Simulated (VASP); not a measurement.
A run of VASP 6.6.1:

Contents of POSCAR:

```
Rb
1.0
   -2.8688820281      2.8688820281      2.8688820281
    2.8688820281     -2.8688820281      2.8688820281
    2.8688820281      2.8688820281     -2.8688820281
Rb
1
Direct
    0.0000000000      0.0000000000      0.0000000000
```

File INCAR.step1:

```
SYSTEM = Rb
ALGO     = Normal         ! electronic algorithm
EDIFF    = 1E-5           ! SCF threshold, eV
ENCUT    = 400            ! plane-wave cutoff, eV
GGA      = PE             ! functional
GGA_COMPAT= .False.      
ISIF     = 2              ! what is computed and relaxed
ISMEAR   = 0              ! smearing method
LASPH    = .True.         ! aspherical terms in the spheres
LCHARG   = .False.        ! write CHGCAR
LREAL    = .False.        ! projectors in reciprocal space
LWAVE    = .True.         ! write WAVECAR
NBANDS   = 10             ! bands
NELM     = 120            ! most SCF steps
PREC     = Accurate       ! precision mode
SIGMA    = 0.05           ! smearing width, eV
```

Contents of INCAR.step2:

```
SYSTEM = Rb
ALGO     = Normal         ! electronic algorithm
EDIFF    = 1E-6           ! SCF threshold, eV
ENCUT    = 400            ! plane-wave cutoff, eV
GGA      = PE             ! functional
GGA_COMPAT= .False.      
HFSCREEN = 0.2079         ! screening, 1/A
ISIF     = 2              ! what is computed and relaxed
ISMEAR   = 0              ! smearing method
ISTART   = 1            
LASPH    = .True.         ! aspherical terms in the spheres
LCHARG   = .False.        ! write CHGCAR
LHFCALC  = .True.         ! exact exchange
LREAL    = .False.        ! projectors in reciprocal space
LWAVE    = .False.        ! write WAVECAR
NBANDS   = 10             ! bands
NELM     = 120            ! most SCF steps
PREC     = Accurate       ! precision mode
PRECFOCK = Normal       
SIGMA    = 0.05           ! smearing width, eV
```

The input KPOINTS:

```
k-points
0
Gamma
  6 6 6
  0 0 0
```

Potentials or basis: VASP PAW PBE potentials, release 64 (Rb_sv).

Launch:

```bash
$ cat potpaw_PBE.64/Rb_sv/POTCAR > POTCAR
$ cp INCAR.step1 INCAR
$ mpirun -np 1 vasp_std > vasp.out
$ cp INCAR.step2 INCAR
$ mpirun -np 1 vasp_std > vasp.out
```

Hardware: 1 thread of Intel Xeon 8259CL (shared host).

Q: Estimate the wall time of this run.

A: It took 32 min on 1 thread of Intel Xeon 8259CL, with other jobs on the host, peak memory 0.3 GiB. Counts: k points 16.
